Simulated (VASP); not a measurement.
# SbS3 (Pm-3m) in VASP: a series of runs

The runs below take SbS3 through single point, relaxation of cell and atoms, with PBE.

Program: VASP 6.6.1. These are calculated values, not measurements. Logs are shortened: lines on timing, memory, paths and dates and some standing lists are left out, and cuts for length are marked.

## 1. The cell of the first run

Symmetry: Pm-3m, No. 221, cubic system. Conventional cell: a = 4.246 Å, b = 4.246 Å, c = 4.246 Å, α = 90.00°, β = 90.00°, γ = 90.00°. Within 4.0 Å of Sb (site symmetry m-3m) lie 12 S at 3.00 Å. Within 4.0 Å of S (site symmetry 4/mmm) lie 4 Sb at 3.00 Å and 8 S at 3.00 Å.

## 2. Single point, PBE

INCAR

```
SYSTEM = SbS3
PREC = Accurate
ENCUT = 520
EDIFF = 1E-7
ISMEAR = 0
SIGMA = 0.1
LREAL = .False.
LASPH = .True.
NELM = 80
ALGO = Normal
ISIF = 2
LWAVE = .False.
LCHARG = .True.
GGA = PE
LELF = .True.
LVHAR = .True.
NBANDS = 20
```

KPOINTS

```
Automatic mesh
0
Gamma
  4 4 4
  0 0 0
```

POSCAR

```
SbS3
1.0
    4.2460965894      0.0000000000      0.0000000000
    0.0000000000      4.2460965894      0.0000000000
    0.0000000000      0.0000000000      4.2460965894
Sb S
1 3
Direct
    0.0000000000      0.0000000000      0.0000000000
    0.0000000000      0.5000000000      0.5000000000
    0.5000000000      0.0000000000      0.5000000000
    0.5000000000      0.5000000000      0.0000000000
```

Potentials or basis: VASP PAW PBE potentials, release 64 (Sb, S).

Launch:

```bash
$ cat potpaw_PBE.64/Sb/POTCAR potpaw_PBE.64/S/POTCAR > POTCAR
$ mpirun -np 1 vasp_std > vasp.out
```

OUTCAR:

```text
SYSTEM = SbS3
   PREC = Accurate
   ENCUT = 520
   EDIFF = 1E-7
   ISMEAR = 0
   LREAL = .False.
   LASPH = .True.
   NELM = 80
   ISIF = 2
   GGA = PE

 ion  position               nearest neighbor table
   1  0.000  0.000  0.000-   2 3.00   3 3.00   4 3.00   2 3.00   3 3.00   2 3.00   4 3.00   2 3.00
                             3 3.00   4 3.00   3 3.00   4 3.00
   2  0.000  0.500  0.500-   1 3.00   1 3.00   1 3.00   1 3.00
   3  0.500  0.000  0.500-   1 3.00   1 3.00   1 3.00   1 3.00
   4  0.500  0.500  0.000-   1 3.00   1 3.00   1 3.00   1 3.00

  LATTYP: Found a simple cubic cell.
 ALAT       =     4.2460965894

  Lattice vectors:

 A1 = (   4.2460965894,   0.0000000000,   0.0000000000)
 A2 = (   0.0000000000,   4.2460965894,   0.0000000000)
 A3 = (   0.0000000000,   0.0000000000,   4.2460965894)

Analysis of symmetry for initial positions (statically):
=====================================================================
 Subroutine PRICEL returns:
 Original cell was already a primitive cell.

 Routine SETGRP: Setting up the symmetry group for a
 simple cubic supercell.

 Subroutine GETGRP returns: Found 48 space group operations
 (whereof 48 operations were pure point group operations)
 out of a pool of 48 trial point group operations.

The static configuration has the point symmetry O_h .

Analysis of symmetry for dynamics (positions and initial velocities):
=====================================================================
 Subroutine PRICEL returns:
 Original cell was already a primitive cell.

 Routine SETGRP: Setting up the symmetry group for a
 simple cubic supercell.

 Subroutine GETGRP returns: Found 48 space group operations
 (whereof 48 operations were pure point group operations)
 out of a pool of 48 trial point group operations.

The dynamic configuration has the point symmetry O_h .

 Subroutine INISYM returns: Found 48 space group operations
 (whereof 48 operations are pure point group operations),
 and found     1 'primitive' translations

----------------------------------------------------------------------------------------

                                     Primitive cell

  volume of cell :      76.5543

  direct lattice vectors                    reciprocal lattice vectors
     4.246096589  0.000000000  0.000000000     0.235510422  0.000000000  0.000000000
     0.000000000  4.246096589  0.000000000     0.000000000  0.235510422  0.000000000
     0.000000000  0.000000000  4.246096589     0.000000000  0.000000000  0.235510422

  length of vectors
     4.246096589  4.246096589  4.246096589     0.235510422  0.235510422  0.235510422

  position of ions in fractional coordinates (direct lattice)
     0.000000000  0.000000000  0.000000000
     0.000000000  0.500000000  0.500000000
     0.500000000  0.000000000  0.500000000
     0.500000000  0.500000000  0.000000000

  ion indices of the primitive-cell ions
   primitive index   ion index
                 1           1
                 2           2
                 3           3
                 4           4

----------------------------------------------------------------------------------------

 KPOINTS: Automatic mesh

Automatic generation of k-mesh.
 Grid dimensions read from file:
 generate k-points for:    4    4    4

 Generating k-lattice:

  Cartesian coordinates                     Fractional coordinates (reciprocal lattice)
     0.058877606  0.000000000  0.000000000     0.250000000  0.000000000  0.000000000
     0.000000000  0.058877606  0.000000000     0.000000000  0.250000000  0.000000000
     0.000000000  0.000000000  0.058877606     0.000000000  0.000000000  0.250000000

  Length of vectors
     0.058877606  0.058877606  0.058877606

  Shift w.r.t. Gamma in fractional coordinates (k-lattice)
     0.000000000  0.000000000  0.000000000

 Subroutine IBZKPT returns following result:
 ===========================================

 Found     10 irreducible k-points:

 Following reciprocal coordinates:
            Coordinates               Weight
  0.000000  0.000000  0.000000      1.000000
  0.250000  0.000000  0.000000      6.000000
  0.500000  0.000000  0.000000      3.000000
  0.250000  0.250000  0.000000     12.000000
  0.500000  0.250000  0.000000     12.000000
  0.500000  0.500000  0.000000      3.000000
  0.250000  0.250000  0.250000      8.000000
  0.500000  0.250000  0.250000     12.000000
  0.500000  0.500000  0.250000      6.000000
  0.500000  0.500000  0.500000      1.000000
   k-points           NKPTS =     10   k-points in BZ     NKDIM =     10   number of bands    NBANDS=     20
   number of dos      NEDOS =    301   number of ions     NIONS =      4
   total plane-waves  NPLWV =  32768
   dimension x,y,z NGX =    32 NGY =   32 NGZ =   32
   dimension x,y,z NGXF=    64 NGYF=   64 NGZF=   64
   ions per type =               1   3
   NGX,Y,Z   is equivalent  to a cutoff of  12.53, 12.53, 12.53 a.u.
   NGXF,Y,Z  is equivalent  to a cutoff of  25.06, 25.06, 25.06 a.u.
 SYSTEM =  SbS3
   PREC   = accura    normal or accurate (medium, high low for compatibility)
   ISTART =      0    job   : 0-new  1-cont  2-samecut
   ICHARG =      2    charge: 1-file 2-atom 10-const
   ISPIN  =      1    spin polarized calculation?
   LNONCOLLINEAR =      F non collinear calculations
   LSORBIT =      F    spin-orbit coupling
   LASPH  =      T    aspherical Exc in radial PAW
   ENCUT  =  520.0 eV  38.22 Ry    6.18 a.u.   7.89  7.89  7.89*2*pi/ulx,y,z
   NELM   =     80;   NELMIN=  2; NELMDL= -5     # of ELM steps
   EDIFF  = 0.1E-06   stopping-criterion for ELM
   LREAL  =      F    real-space projection
   EDIFFG = 0.1E-05   stopping-criterion for IOM
   NSW    =      0    number of steps for IOM
   IBRION =     -1    ionic relax: 0-MD 1-quasi-New 2-CG
   NFREE  =      0    steps in history (QN), initial steepest desc. (CG)
   ISIF   =      2    stress and relaxation
   ISYM   =      2    0-nonsym 1-usesym 2-fastsym
   POTIM  = 0.5000    time-step for ionic-motion
   TEBEG  =    0.0;   TEEND  =   0.0 temperature during run
   PSTRESS=    0.0 pullay stress
   NELECT =      23.0000    total number of electrons
   NUPDOWN=      -1.0000    fix difference up-down
   EMIN   =  10.00;   EMAX   =-10.00  energy-range for DOS
   EFERMI =   0.00;   METHOD = LEGACY
   ISMEAR =     0;   SIGMA  =   0.10  broadening in eV -4-tet -1-fermi 0-gaus
   EFERMI_NEDOS =   21; number of points for ismear=-14 and -15
   IALGO  =     38    algorithm
   IMIX   =      4    mixing-type and parameters
     AMIX     =   0.40;   BMIX     =  1.00
     AMIX_MAG =   1.60;   BMIX_MAG =  1.00
  volume/ion in A,a.u.               =      19.14       129.15
  Fermi-wavevector in a.u.,A,eV,Ry     =   1.096464  2.072016 16.357367  1.202233
  Thomas-Fermi vector in A             =   2.232806
   LORBIT       =      0    0 simple, 1 ext, 2 COOP (PROOUT), +10 PAW based schemes
   GGA     = PE    functional components
   LHFCALC =     F    Hartree Fock is set to
   AEXX    =    0.0000 exact exchange contribution
   IVDW    =     0    specifies the selected vdW correction
   LEPSILON=     F    determine dielectric tensor
   LRPA    =     F    only Hartree local field effects (RPA)
 non-spin polarized calculation
 Gauss-broadening in eV      SIGMA  =   0.10
  energy-cutoff  :      520.00
  volume of cell :       76.55
 maximum number of plane-waves:      2103
 NGX is ok and might be reduce to    32
   NGX = 15   NGY = 15   NGZ = 15

 number of electron      23.0000010 magnetization

 Free energy of the ion-electron system (eV)
  ---------------------------------------------------
  ext. energy  EPLUGINS =         0.00000000
  ---------------------------------------------------
  free energy    TOTEN  =       -13.41350903 eV

  energy without entropy =      -13.38409043  energy(sigma->0) =      -13.39879973

 E-fermi :   7.2317     XC(G=0): -10.6615

 val. band max:        7.1907552882   @ k =   0.5000   0.2500   0.2500
 cond. band min:       7.2669154672   @ k =   0.2500   0.2500   0.2500
 fundamental gap:      0.0761601790
 Fermi energy:         7.2316581938

 k-point     1 :       0.0000    0.0000    0.0000
  band No.  band energies     occupation
      1      -7.9971      2.00000
      2      -3.8168      2.00000
      3      -3.8168      2.00000
      4      -0.2331      2.00000
      5       1.7213      2.00000
      6       1.7213      2.00000
[... 12 lines left out ...]
     19      13.2498      0.00000
     20      13.2498      0.00000

 k-point     2 :       0.2500    0.0000    0.0000
  band No.  band energies     occupation
      1      -7.5800      2.00000
      2      -4.6904      2.00000
      3      -3.7560      2.00000
      4      -0.8850      2.00000
      5       2.1757      2.00000
      6       2.1757      2.00000
[... 12 lines left out ...]
     19      13.7850      0.00000
     20      15.2932      0.00000

 k-point     3 :       0.5000    0.0000    0.0000
  band No.  band energies     occupation
      1      -6.5994      2.00000
      2      -6.1058      2.00000
      3      -3.6928      2.00000
      4      -1.0179      2.00000
      5       3.3543      2.00000
      6       3.3543      2.00000
[... 12 lines left out ...]
     19      15.7617      0.00000
     20      16.1152      0.00000

 k-point     4 :       0.2500    0.2500    0.0000
  band No.  band energies     occupation
      1      -7.1782      2.00000
      2      -4.7175      2.00000
      3      -4.2331      2.00000
      4      -1.5185      2.00000
      5       2.6226      2.00000
      6       3.1913      2.00000
[... 107 lines left out ...]
 k-point     9 :       0.5000    0.5000    0.2500
  band No.  band energies     occupation
      1      -5.1813      2.00000
      2      -5.1813      2.00000
      3      -5.1296      2.00000
      4      -2.3283      2.00000
      5       1.6920      2.00000
      6       1.6920      2.00000
[... 12 lines left out ...]
     19      16.7598      0.00000
     20      17.3135      0.00000

 k-point    10 :       0.5000    0.5000    0.5000
  band No.  band energies     occupation
      1      -4.9841      2.00000
      2      -4.9841      2.00000
      3      -4.9841      2.00000
      4      -1.6403      2.00000
      5       0.7234      2.00000
      6       0.7234      2.00000
[... 12 lines left out ...]
     19      15.7270      0.00000
     20      17.8171      0.00000

------------------------ aborting loop because EDIFF is reached ----------------------------------------

  FORCE on cell =-STRESS in cart. coord.  units (eV):
  Direction    XX          YY          ZZ          XY          YZ          ZX
  --------------------------------------------------------------------------------------
  -------------------------------------------------------------------------------------
  Total       -0.2362983     -0.2362983     -0.2362983      0.0000000      0.0000000     -0.0000000
  in kB       -4.9454023     -4.9454023     -4.9454023      0.0000000      0.0000000     -0.0000000
  external PRESSURE =      -4.9454023 kB  Pullay stress =       0.0000000 kB

 VOLUME and BASIS-vectors are now :
 -----------------------------------------------------------------------------
  energy-cutoff  :      520.00
  volume of cell :       76.55
      direct lattice vectors                 reciprocal lattice vectors
     4.246096589  0.000000000  0.000000000     0.235510422  0.000000000  0.000000000
     0.000000000  4.246096589  0.000000000     0.000000000  0.235510422  0.000000000
     0.000000000  0.000000000  4.246096589     0.000000000  0.000000000  0.235510422

 POSITION                                       TOTAL-FORCE (eV/Angst)
 -----------------------------------------------------------------------------------
      0.00000      0.00000      0.00000         0.000000      0.000000      0.000000
      0.00000      2.12305      2.12305         0.000000      0.000000      0.000000
      2.12305      0.00000      2.12305         0.000000      0.000000      0.000000
      2.12305      2.12305      0.00000         0.000000      0.000000      0.000000
 -----------------------------------------------------------------------------------
    total drift:                                0.000000     -0.000000     -0.000000

  FREE ENERGIE OF THE ION-ELECTRON SYSTEM (eV)
  ---------------------------------------------------
  free  energy   TOTEN  =       -13.4135090296 eV

  energy  without entropy=      -13.3840904314  energy(sigma->0) =      -13.39879973
```

It took 19 s on 1 thread of Intel Xeon 8259CL, shared host; peak memory 0.18 GiB.

Results:

| Property | Result |
| --- | --- |
| Free energy | -13.4135 eV |
| Pressure | -0.5 GPa |
| Band gap on the k mesh | zero (an odd number of electrons rules out a gap without spin polarisation) |

Caveat: the k points lie up to 0.37 Å⁻¹ apart, too coarse for converged energies and pressures of a metal; spin-orbit coupling is left out, which moves the levels of the heavy elements.

(Continued in part 2 of 2.)
